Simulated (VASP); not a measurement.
# C (C2/m) in VASP: a series of runs, part 2 of 2

VASP 6.6.1.

**3. Single point, PBE**

INCAR reads:

```
SYSTEM = C
PREC     = Accurate       ! precision mode
ENCUT    = 520            ! plane-wave cutoff, eV
EDIFF    = 1E-6           ! SCF threshold, eV
ISMEAR   = 0              ! smearing method
SIGMA    = 0.15           ! smearing width, eV
LREAL    = .FALSE.        ! projectors in reciprocal space
LASPH    = .TRUE.         ! aspherical terms in the spheres
NELM     = 100            ! most SCF steps
ALGO     = Normal         ! electronic algorithm
ISIF     = 2              ! what is computed and relaxed
LWAVE    = .FALSE.        ! write WAVECAR
LCHARG   = .FALSE.        ! write CHGCAR
GGA      = PE             ! functional
NBANDS   = 16             ! bands
```

KPOINTS reads:

```
regular mesh
0
G
  18 18 6
  0 0 0
```

POSCAR reads:

```
C
1.0
    1.2332770792     -2.1360444277      0.0000000000
    1.2332770792      2.1360444277      0.0000000000
    0.0000000000      0.0000000000      8.7070252276
C
4
Direct
    0.1433035170      0.8566964830      0.7208808645
    0.5233621915      0.4766378085      0.2791188164
    0.8566964830      0.1433035170      0.2791191355
    0.4766378085      0.5233621915      0.7208811836
```

Potentials or basis: VASP PAW PBE potentials, release 64 (C).

Run with:

```
$ cat potpaw_PBE.64/C/POTCAR > POTCAR
$ mpirun -np 1 vasp_std > vasp.out
```

OUTCAR:

```text
SYSTEM = C
   PREC = Accurate
   ENCUT = 520
   EDIFF = 1E-6
   ISMEAR = 0
   LREAL = .FALSE.
   LASPH = .TRUE.
   NELM = 100
   ISIF = 2
   GGA = PE

 ion  position               nearest neighbor table
   1  0.143  0.857  0.721-   4 1.42   4 1.42   4 1.42
   2  0.523  0.477  0.279-   3 1.42   3 1.42   3 1.42
   3  0.857  0.143  0.279-   2 1.42   2 1.42   2 1.42
   4  0.477  0.523  0.721-   1 1.42   1 1.42   1 1.42

  LATTYP: Found a base centered orthorhombic cell.
 ALAT       =     2.4665541584
 B/A-ratio  =     1.7320069137
 C/A-ratio  =     3.5300361024

  Lattice vectors:

 A1 = (   1.2332770792,  -2.1360444277,   0.0000000000)
 A2 = (   1.2332770792,   2.1360444277,   0.0000000000)
 A3 = (   0.0000000000,   0.0000000000,   8.7070252276)

Analysis of symmetry for initial positions (statically):
=====================================================================
 Subroutine PRICEL returns:
 Original cell was already a primitive cell.

 Routine SETGRP: Setting up the symmetry group for a
 base centered orthorhombic supercell.

 Subroutine GETGRP returns: Found  4 space group operations
 (whereof  4 operations were pure point group operations)
 out of a pool of  8 trial point group operations.

The static configuration has the point symmetry C_2h.

Analysis of symmetry for dynamics (positions and initial velocities):
=====================================================================
 Subroutine PRICEL returns:
 Original cell was already a primitive cell.

 Routine SETGRP: Setting up the symmetry group for a
 base centered orthorhombic supercell.

 Subroutine GETGRP returns: Found  4 space group operations
 (whereof  4 operations were pure point group operations)
 out of a pool of  8 trial point group operations.

[... 121 lines left out ...]
   IALGO  =     38    algorithm
   IMIX   =      4    mixing-type and parameters
     AMIX     =   0.40;   BMIX     =  1.00
     AMIX_MAG =   1.60;   BMIX_MAG =  1.00
  volume/ion in A,a.u.               =      11.47        77.39
  Fermi-wavevector in a.u.,A,eV,Ry     =   1.152368  2.177660 18.067889  1.327952
  Thomas-Fermi vector in A             =   2.289020
   LORBIT       =      0    0 simple, 1 ext, 2 COOP (PROOUT), +10 PAW based schemes
   GGA     = PE    functional components
   LHFCALC =     F    Hartree Fock is set to
   AEXX    =    0.0000 exact exchange contribution
   IVDW    =     0    specifies the selected vdW correction
   LEPSILON=     F    determine dielectric tensor
   LRPA    =     F    only Hartree local field effects (RPA)
 non-spin polarized calculation
 Gauss-broadening in eV      SIGMA  =   0.15
  energy-cutoff  :      520.00
  volume of cell :       45.87
 maximum number of plane-waves:      1260
   NGX =  9   NGY =  9   NGZ = 33

 number of electron      16.0000000 magnetization

 Free energy of the ion-electron system (eV)
  ---------------------------------------------------
  ext. energy  EPLUGINS =         0.00000000
  ---------------------------------------------------
  free energy    TOTEN  =       -36.90126170 eV

  energy without entropy =      -36.89980588  energy(sigma->0) =      -36.90053379

 E-fermi :   2.6442     XC(G=0):  -8.5787

 val. band max:        2.6259550103   @ k =   0.3333   0.3333   0.5000
 cond. band min:       2.6621361549   @ k =   0.3333   0.3333   0.5000
 fundamental gap:      0.0361811446
 Fermi energy:         2.6442080087

 k-point     1 :       0.0000    0.0000    0.0000
  band No.  band energies     occupation
      1     -16.8949      2.00000
      2     -16.8427      2.00000
      3      -5.2379      2.00000
      4      -4.6820      2.00000
      5      -0.3988      2.00000
      6      -0.3976      2.00000
[... 433 lines left out ...]
      3      -4.1067      2.00000
      4      -3.5785      2.00000
      5      -3.4047      2.00000
      6      -3.3953      2.00000
[... 8 lines left out ...]
     15      13.1412      0.00000
     16      13.9811      0.00000

 [... further k-points ...]

------------------------ aborting loop because EDIFF is reached ----------------------------------------

  FORCE on cell =-STRESS in cart. coord.  units (eV):
  Direction    XX          YY          ZZ          XY          YZ          ZX
  --------------------------------------------------------------------------------------
  -------------------------------------------------------------------------------------
  Total        0.1491529      0.1484748      0.0360599      0.0000000     -0.0030578      0.0000000
  in kB        5.2092075      5.1855233      1.2594024      0.0000000     -0.1067958      0.0000000
  external PRESSURE =       3.8847111 kB  Pullay stress =       0.0000000 kB

 VOLUME and BASIS-vectors are now :
 -----------------------------------------------------------------------------
  energy-cutoff  :      520.00
  volume of cell :       45.87
      direct lattice vectors                 reciprocal lattice vectors
     1.233277079 -2.136044428  0.000000000     0.405423897 -0.234077528  0.000000000
     1.233277079  2.136044428  0.000000000     0.405423897  0.234077528  0.000000000
     0.000000000  0.000000000  8.707025228     0.000000000  0.000000000  0.114849788

 POSITION                                       TOTAL-FORCE (eV/Angst)
 -----------------------------------------------------------------------------------
      1.23328      1.52384      6.27673         0.000000     -0.000501      0.012120
      1.23328     -0.09981      2.43029         0.000000      0.000626     -0.007953
      1.23328     -1.52384      2.43030         0.000000      0.000501     -0.012120
      1.23328      0.09981      6.27673         0.000000     -0.000626      0.007953
 -----------------------------------------------------------------------------------
    total drift:                                0.000000      0.000000      0.000000

  FREE ENERGIE OF THE ION-ELECTRON SYSTEM (eV)
  ---------------------------------------------------
  free  energy   TOTEN  =       -36.9012617039 eV

  energy  without entropy=      -36.8998058781  energy(sigma->0) =      -36.90053379
```

OSZICAR:

```text
N       E                     dE             d eps       ncg     rms          rms(c)
DAV:   1     0.471962246228E+02    0.47196E+02   -0.76268E+03 16800   0.893E+02
DAV:   2    -0.355776420769E+02   -0.82774E+02   -0.74625E+02 23312   0.191E+02
DAV:   3    -0.393432499924E+02   -0.37656E+01   -0.37388E+01 22544   0.398E+01
DAV:   4    -0.393865206419E+02   -0.43271E-01   -0.43239E-01 21376   0.511E+00
DAV:   5    -0.393873877245E+02   -0.86708E-03   -0.86696E-03 22032   0.692E-01    0.892E+00
DAV:   6    -0.375373478231E+02    0.18500E+01   -0.13572E+00 20112   0.689E+00    0.523E+00
DAV:   7    -0.368904100440E+02    0.64694E+00   -0.17373E+00 21152   0.786E+00    0.142E+00
DAV:   8    -0.369015009831E+02   -0.11091E-01   -0.70175E-02 20960   0.154E+00    0.207E-01
DAV:   9    -0.369010675644E+02    0.43342E-03   -0.14985E-03 21328   0.265E-01    0.119E-01
DAV:  10    -0.369012771558E+02   -0.20959E-03   -0.11191E-03 20296   0.208E-01    0.584E-02
DAV:  11    -0.369012605129E+02    0.16643E-04   -0.58813E-05 21928   0.570E-02    0.113E-02
DAV:  12    -0.369012620343E+02   -0.15214E-05   -0.58431E-06 20416   0.196E-02    0.337E-03
DAV:  13    -0.369012617039E+02    0.33036E-06   -0.67615E-07 17384   0.715E-03
   1 F= -.36901262E+02 E0= -.36900534E+02  d E =-.145583E-02
```

stdout:

```text
POSCAR found type information on POSCAR C
 POSCAR found :  1 types and       4 ions
 scaLAPACK will be used
 LDA part: xc-table for (Slater+PW92), standard interpolation
 POSCAR, INCAR and KPOINTS ok, starting setup
 FFT: planning ... GRIDC
 FFT: planning ... GRID_SOFT
 FFT: planning ... GRID
 WAVECAR not read
 entering main loop
```

It took 7.5 min on 1 thread of Intel Xeon 8259CL, shared host; peak memory 0.37 GiB.

Results:

```
Free energy   : -36.9013 eV
Pressure      : 0.4 GPa
Largest force : 0.012 eV/Å
```

Forces in eV/Å, atoms in the order of the input:
```
C    0.000 -0.001  0.012
C    0.000  0.001 -0.008
C    0.000  0.001 -0.012
C    0.000 -0.001  0.008
```

Caveat: this functional lacks dispersion, which binds layers or chains, so the pressure and a relaxed spacing across them are unreliable.
